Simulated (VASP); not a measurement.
A run of VASP 6.6.1 is set up as follows.

The input INCAR:

```
SYSTEM = NaCl
  PREC = Accurate
  ENCUT = 520
  EDIFF = 1E-6
  ISMEAR = 0
  SIGMA = 0.05
  LREAL = .FALSE.
  LASPH = .TRUE.
  NELM = 60
  ALGO = Normal
  ISIF = 2
  LWAVE = .FALSE.
  LCHARG = .FALSE.
  GGA = PS
  NBANDS = 14
```

The input KPOINTS:

```
Automatic mesh
0
G
  8 8 8
  0 0 0
```

POSCAR

```
NaCl
1.0
    3.4464937005      0.0000000000      0.0000000000
    0.0000000000      3.4464937005      0.0000000000
    0.0000000000      0.0000000000      3.4464937005
Na Cl
1 1
Direct
    0.0000000000      0.0000000000      0.0000000000
    0.5000000000      0.5000000000      0.5000000000
```

Potentials or basis: VASP PAW PBE potentials, release 64 (Na_pv, Cl).

Run with:

```bash
$ cat potpaw_PBE.64/Na_pv/POTCAR potpaw_PBE.64/Cl/POTCAR > POTCAR
$ mpirun -np 1 vasp_std > vasp.out
```

(1) What does it give for the pressure?

(2) Predict the band gap on the k mesh.

Answers

(1) 0.0 GPa.

(2) 3.99 eV, indirect (least direct gap 4.53 eV).

Caveat: the PAW data sets were made with another functional, which shifts forces and pressure a little.
